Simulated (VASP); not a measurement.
# AlNi (Pm-3m) in VASP: notebook

Runs on AlNi. Level: PBE. Tasks: relaxation of the atoms, single point.

Everything below comes from runs of VASP 6.6.1. Logs are shortened: lines on timing, memory, paths and dates and some standing lists are left out, and cuts for length are marked.

## Step 1: The cell of the first run

The structure is cubic, space group Pm-3m (No. 221). The conventional cell has a = 2.842 Å, b = 2.842 Å, c = 2.842 Å, α = 90.00°, β = 90.00°, γ = 90.00°. Within 3.2 Å of Al (site symmetry m-3m) lie 8 Ni at 2.46 Å and 6 Al at 2.84 Å. Ni (site symmetry m-3m) has 8 Al at 2.46 Å and 6 Ni at 2.84 Å within 3.2 Å.

## Step 2: Relaxation of the atoms, PBE, collinear spin, ferromagnetic start (11.48 Å³/atom)

File INCAR:

```
SYSTEM = AlNi
PREC = Accurate
ENCUT = 520
EDIFF = 1E-7
ISMEAR = -1
SIGMA = 0.05
LREAL = .FALSE.
LASPH = .TRUE.
NELM = 150
ALGO = Normal
ISIF = 2
LWAVE = .FALSE.
LCHARG = .FALSE.
ISPIN = 2
MAGMOM = 0 1.5
LORBIT = 11
LMAXMIX = 4
GGA = PE
IBRION = 2
NSW = 80
EDIFFG = -0.02
KPAR = 4
```

File KPOINTS:

```
Automatic mesh
0
G
  16 16 16
  0 0 0
```

File POSCAR:

```
AlNi
1.0
    2.8420627945      0.0000000000      0.0000000000
    0.0000000000      2.8420627945      0.0000000000
    0.0000000000      0.0000000000      2.8420627945
Al Ni
1 1
Direct
    0.0000000000      0.0000000000      0.0000000000
    0.5000000000      0.5000000000      0.5000000000
```

Potentials or basis: VASP PAW PBE potentials, release 64 (Al, Ni).

On the command line:

```console
cat potpaw_PBE.64/Al/POTCAR potpaw_PBE.64/Ni/POTCAR > POTCAR
mpirun -np 4 vasp_std > vasp.out
```

OUTCAR:

```text
SYSTEM = AlNi
   PREC = Accurate
   ENCUT = 520
   EDIFF = 1E-7
   ISMEAR = -1
   LREAL = .FALSE.
   LASPH = .TRUE.
   NELM = 150
   ISIF = 2
   ISPIN = 2
   LORBIT = 11
   GGA = PE
   IBRION = 2
   NSW = 80
   EDIFFG = -0.02

 ion  position               nearest neighbor table
   1  0.000  0.000  0.000-   2 2.46   2 2.46   2 2.46   2 2.46   2 2.46   2 2.46   2 2.46   2 2.46

   2  0.500  0.500  0.500-   1 2.46   1 2.46   1 2.46   1 2.46   1 2.46   1 2.46   1 2.46   1 2.46

  LATTYP: Found a simple cubic cell.
 ALAT       =     2.8420627945

  Lattice vectors:

 A1 = (   2.8420627945,   0.0000000000,   0.0000000000)
 A2 = (   0.0000000000,   2.8420627945,   0.0000000000)
 A3 = (   0.0000000000,   0.0000000000,   2.8420627945)

Analysis of symmetry for initial positions (statically):
=====================================================================
 Subroutine PRICEL returns:
 Original cell was already a primitive cell.

 Routine SETGRP: Setting up the symmetry group for a
 simple cubic supercell.

 Subroutine GETGRP returns: Found 48 space group operations
 (whereof 48 operations were pure point group operations)
 out of a pool of 48 trial point group operations.

The static configuration has the point symmetry O_h .

Analysis of symmetry for dynamics (positions and initial velocities):
=====================================================================
 Subroutine PRICEL returns:
 Original cell was already a primitive cell.

 Routine SETGRP: Setting up the symmetry group for a
 simple cubic supercell.

 Subroutine GETGRP returns: Found 48 space group operations
 (whereof 48 operations were pure point group operations)
 out of a pool of 48 trial point group operations.

The dynamic configuration has the point symmetry O_h .

Analysis of structural, dynamic, and magnetic symmetry:
=====================================================================
 Subroutine PRICEL returns:
 Original cell was already a primitive cell.

 Routine SETGRP: Setting up the symmetry group for a
 simple cubic supercell.

 Subroutine GETGRP returns: Found 48 space group operations
 (whereof 48 operations were pure point group operations)
 out of a pool of 48 trial point group operations.

The overall configuration has the point symmetry O_h .

 Subroutine INISYM returns: Found 48 space group operations
 (whereof 48 operations are pure point group operations),
 and found     1 'primitive' translations

----------------------------------------------------------------------------------------

                                     Primitive cell

  volume of cell :      22.9563

  direct lattice vectors                    reciprocal lattice vectors
     2.842062794  0.000000000  0.000000000     0.351857110  0.000000000  0.000000000
     0.000000000  2.842062794  0.000000000     0.000000000  0.351857110  0.000000000
     0.000000000  0.000000000  2.842062794     0.000000000  0.000000000  0.351857110

  length of vectors
     2.842062794  2.842062794  2.842062794     0.351857110  0.351857110  0.351857110

  position of ions in fractional coordinates (direct lattice)
     0.000000000  0.000000000  0.000000000
     0.500000000  0.500000000  0.500000000

  ion indices of the primitive-cell ions
   primitive index   ion index
                 1           1
                 2           2

----------------------------------------------------------------------------------------

 KPOINTS: Automatic mesh

Automatic generation of k-mesh.
 Grid dimensions read from file:
 generate k-points for:   16   16   16

 Generating k-lattice:

  Cartesian coordinates                     Fractional coordinates (reciprocal lattice)
     0.021991069  0.000000000  0.000000000     0.062500000  0.000000000  0.000000000
     0.000000000  0.021991069  0.000000000     0.000000000  0.062500000  0.000000000
     0.000000000  0.000000000  0.021991069     0.000000000  0.000000000  0.062500000

  Length of vectors
     0.021991069  0.021991069  0.021991069

  Shift w.r.t. Gamma in fractional coordinates (k-lattice)
     0.000000000  0.000000000  0.000000000
[... 38 lines left out ...]
   ions per type =               1   1
   NGX,Y,Z   is equivalent  to a cutoff of  14.04, 14.04, 14.04 a.u.
   NGXF,Y,Z  is equivalent  to a cutoff of  28.08, 28.08, 28.08 a.u.
 SYSTEM =  AlNi
   PREC   = accura    normal or accurate (medium, high low for compatibility)
   ISTART =      0    job   : 0-new  1-cont  2-samecut
   ICHARG =      2    charge: 1-file 2-atom 10-const
   ISPIN  =      2    spin polarized calculation?
   LNONCOLLINEAR =      F non collinear calculations
   LSORBIT =      F    spin-orbit coupling
   LASPH  =      T    aspherical Exc in radial PAW
   ENCUT  =  520.0 eV  38.22 Ry    6.18 a.u.   5.28  5.28  5.28*2*pi/ulx,y,z
   NELM   =    150;   NELMIN=  2; NELMDL= -5     # of ELM steps
   EDIFF  = 0.1E-06   stopping-criterion for ELM
   LREAL  =      F    real-space projection
   EDIFFG = -.2E-01   stopping-criterion for IOM
   NSW    =     80    number of steps for IOM
   IBRION =      2    ionic relax: 0-MD 1-quasi-New 2-CG
   NFREE  =      1    steps in history (QN), initial steepest desc. (CG)
   ISIF   =      2    stress and relaxation
   ISYM   =      2    0-nonsym 1-usesym 2-fastsym
   POTIM  = 0.5000    time-step for ionic-motion
   TEBEG  =    0.0;   TEEND  =   0.0 temperature during run
   PSTRESS=    0.0 pullay stress
   NELECT =      13.0000    total number of electrons
   NUPDOWN=      -1.0000    fix difference up-down
   EMIN   =  10.00;   EMAX   =-10.00  energy-range for DOS
   EFERMI =   0.00;   METHOD = LEGACY
   ISMEAR =    -1;   SIGMA  =   0.05  broadening in eV -4-tet -1-fermi 0-gaus
   EFERMI_NEDOS =   21; number of points for ismear=-14 and -15
   IALGO  =     38    algorithm
   IMIX   =      4    mixing-type and parameters
     AMIX     =   0.40;   BMIX     =  1.00
     AMIX_MAG =   1.60;   BMIX_MAG =  1.00
  volume/ion in A,a.u.               =      11.48        77.46
  Fermi-wavevector in a.u.,A,eV,Ry     =   1.354427  2.559496 24.959515  1.834473
  Thomas-Fermi vector in A             =   2.481600
   LORBIT       =     11    0 simple, 1 ext, 2 COOP (PROOUT), +10 PAW based schemes
   GGA     = PE    functional components
   LHFCALC =     F    Hartree Fock is set to
   AEXX    =    0.0000 exact exchange contribution
   IVDW    =     0    specifies the selected vdW correction
   LEPSILON=     F    determine dielectric tensor
   LRPA    =     F    only Hartree local field effects (RPA)
 conjugate gradient relaxation of ions
 spin polarized calculation
  energy-cutoff  :      520.00
  volume of cell :       22.96
 maximum number of plane-waves:       633
 NGX is ok and might be reduce to    24
   NGX = 11   NGY = 11   NGZ = 11

 number of electron      13.0000000 magnetization       0.0005464

 number of electron      13.0000000 magnetization      -0.0000084

 Free energy of the ion-electron system (eV)
  ---------------------------------------------------
  ext. energy  EPLUGINS =         0.00000000
  ---------------------------------------------------
  free energy    TOTEN  =       -10.50676519 eV

  energy without entropy =      -10.50053135  energy(sigma->0) =      -10.50364827

 E-fermi :  10.5767     XC(G=0): -12.2458

 val. band max:       10.5665450363   @ k =   0.4375   0.4375   0.2500
 cond. band min:      10.5778447092   @ k =   0.5000   0.4375   0.3125
 fundamental gap:      0.0112996729
 Fermi energy:        10.5766931699

 spin component 1

 k-point     1 :       0.0000    0.0000    0.0000
  band No.  band energies     occupation
      1      -0.8641      1.00000
      2       7.1503      1.00000
      3       7.1503      1.00000
      4       8.9507      1.00000
      5       8.9507      1.00000
      6       8.9507      1.00000
      7      16.2519      0.00000
      8      16.2519      0.00000
      9      16.2519      0.00000
     10      18.8341      0.00000
     11      18.8341      0.00000
[... 310 lines left out ...]
  band No.  band energies     occupation
      1       3.6652      1.00000
      2       3.8584      1.00000
      3       7.7196      1.00000
      4       8.1371      1.00000
      5       8.2339      1.00000
      6       8.9383      1.00000
      7       9.9026      1.00000
      8      17.6517      0.00000
      9      18.6739      0.00000
     10      21.2550      0.00000
     11      21.9905      0.00000

 [... further k-points ...]

 spin component 2

 k-point     1 :       0.0000    0.0000    0.0000
  band No.  band energies     occupation
      1      -0.8641      1.00000
      2       7.1503      1.00000
      3       7.1503      1.00000
      4       8.9507      1.00000
      5       8.9507      1.00000
      6       8.9507      1.00000
      7      16.2519      0.00000
      8      16.2519      0.00000
      9      16.2519      0.00000
     10      18.8341      0.00000
     11      18.8341      0.00000
[... 310 lines left out ...]
  band No.  band energies     occupation
      1       3.6651      1.00000
      2       3.8584      1.00000
      3       7.7196      1.00000
      4       8.1371      1.00000
      5       8.2338      1.00000
      6       8.9382      1.00000
      7       9.9026      1.00000
      8      17.6516      0.00000
      9      18.6739      0.00000
     10      21.2550      0.00000
     11      22.0092      0.00000

 [... further k-points ...]

------------------------ aborting loop because EDIFF is reached ----------------------------------------

  FORCE on cell =-STRESS in cart. coord.  units (eV):
  Direction    XX          YY          ZZ          XY          YZ          ZX
  --------------------------------------------------------------------------------------
  -------------------------------------------------------------------------------------
  Total        1.3639971      1.3639971      1.3639971     -0.0000000     -0.0000000     -0.0000000
  in kB       95.1969489     95.1969489     95.1969489     -0.0000000     -0.0000000     -0.0000000
  external PRESSURE =      95.1969489 kB  Pullay stress =       0.0000000 kB

 VOLUME and BASIS-vectors are now :
 -----------------------------------------------------------------------------
  energy-cutoff  :      520.00
  volume of cell :       22.96
      direct lattice vectors                 reciprocal lattice vectors
     2.842062794  0.000000000  0.000000000     0.351857110  0.000000000  0.000000000
     0.000000000  2.842062794  0.000000000     0.000000000  0.351857110  0.000000000
     0.000000000  0.000000000  2.842062794     0.000000000  0.000000000  0.351857110

 POSITION                                       TOTAL-FORCE (eV/Angst)
 -----------------------------------------------------------------------------------
      0.00000      0.00000      0.00000         0.000000      0.000000      0.000000
      1.42103      1.42103      1.42103         0.000000      0.000000      0.000000
 -----------------------------------------------------------------------------------
    total drift:                                0.000000      0.000000     -0.000000

  FREE ENERGIE OF THE ION-ELECTRON SYSTEM (eV)
  ---------------------------------------------------
  free  energy   TOTEN  =       -10.5067651872 eV

  energy  without entropy=      -10.5005313457  energy(sigma->0) =      -10.50364827

 reached required accuracy - stopping structural energy minimisation

 total charge

# of ion       s       p       d       tot
------------------------------------------
    1        0.388   0.432   0.000   0.821
    2        0.492   0.552   8.495   9.539
--------------------------------------------------
tot          0.880   0.984   8.495  10.360

 magnetization (x)

# of ion       s       p       d       tot
------------------------------------------
    1       -0.000   0.000   0.000  -0.000
    2        0.000  -0.000  -0.000  -0.000
--------------------------------------------------
tot         -0.000  -0.000  -0.000  -0.000
```

Wall time 20 s (4 MPI ranks of AMD EPYC 7R13 (Zen 3), shared host); peak memory 0.17 GiB.

What came out:

- Free energy: -10.5068 eV
- Pressure after relaxing: 9.5 GPa
- Net moment: 0.00 μB per cell
- Valence electrons inside the program's atomic spheres: Al 0.82; Ni 9.54

Final structure:
```cif
data_structure
_symmetry_space_group_name_H-M 'P 1'
_symmetry_Int_Tables_number 1
_cell_length_a 2.8421
_cell_length_b 2.8421
_cell_length_c 2.8421
_cell_angle_alpha 90.000
_cell_angle_beta 90.000
_cell_angle_gamma 90.000
_cell_volume 22.96
loop_
_atom_site_label
_atom_site_type_symbol
_atom_site_fract_x
_atom_site_fract_y
_atom_site_fract_z
_atom_site_occupancy
Al1 Al 0.00000 0.00000 0.00000 1
Ni1 Ni 0.50000 0.50000 0.50000 1
```

Levels at points of the mesh, in eV from the Fermi level:
Spin up:
| k point | band 4 | band 5 | band 6 | band 7 | band 8 | band 9 | band 10 | band 11 |
| --- | --- | --- | --- | --- | --- | --- | --- | --- |
| (0.00, 0.00, 0.00) | -1.63 | -1.63 | -1.63 | 5.68 | 5.68 | 5.68 | 8.26 | 8.26 |
| (0.50, 0.00, 0.00) | -2.37 | -2.37 | -1.53 | -0.67 | 8.32 | 10.22 | 10.22 | 11.29 |
| (0.50, 0.50, 0.00) | -3.00 | -2.19 | -2.19 | -1.07 | 1.56 | 2.67 | 12.73 | 15.46 |
| (0.50, 0.50, 0.50) | -1.03 | -1.03 | 1.97 | 1.97 | 1.97 | 4.06 | 4.62 | 4.62 |
Spin down:
```
           k point  band 4  band 5  band 6  band 7  band 8  band 9  band 10  band 11
(0.00, 0.00, 0.00)   -1.63   -1.63   -1.63    5.68    5.68    5.68     8.26     8.26
(0.50, 0.00, 0.00)   -2.37   -2.37   -1.53   -0.67    8.32   10.22    10.22    11.29
(0.50, 0.50, 0.00)   -3.00   -2.19   -2.19   -1.07    1.56    2.67    12.73    15.46
(0.50, 0.50, 0.50)   -1.03   -1.03    1.97    1.97    1.97    4.06     4.62     4.62
```

Caveat: the relaxation stopped at its first step, so nothing moved.

(Part 1 of 3 ends here.)
